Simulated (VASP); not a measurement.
Cu, 2 atoms in the cell. It takes space group Cmcm (No. 63, orthorhombic). The conventional cell has a = 2.437 Å, b = 7.953 Å, c = 2.475 Å, α = 90.00°, β = 90.00°, γ = 90.00°. Within 3.2 Å of Cu (site symmetry m2m) lie 10 Cu at 2.44 to 2.54 Å. 

```yaml
Program: VASP 6.6.1
Task: single point
Functional: LDA
Potentials_or_basis: VASP PAW LDA potentials, release 64 (Cu)
Cutoff: 520 eV
k_mesh: 6 × 6 × 6
Occupations: fermi-dirac, width 0.05 eV
Spin: no spin polarisation
Dipole_correction: no
Further_INCAR_settings: ALGO = Normal; EDIFF = 1e-07; NBANDS = 18
```

Potentials or basis: VASP PAW LDA potentials, release 64 (Cu).

Run with:

```console
$ cat potpaw_LDA.64/Cu/POTCAR > POTCAR
$ mpirun -np 1 vasp_std > vasp.out
```

Hardware: 1 thread of Intel(R) Xeon(R) Platinum 8259CL CPU @ 2.50GHz (Skylake/Cascade Lake), on a shared host.

Estimate the wall time of this run.

Run time: 16 s on 1 thread of Intel(R) Xeon(R) Platinum 8259CL CPU @ 2.50GHz (Skylake/Cascade Lake), on a shared host, peak memory 0.14 GiB. Counts: scf iterations 13, k points 52.
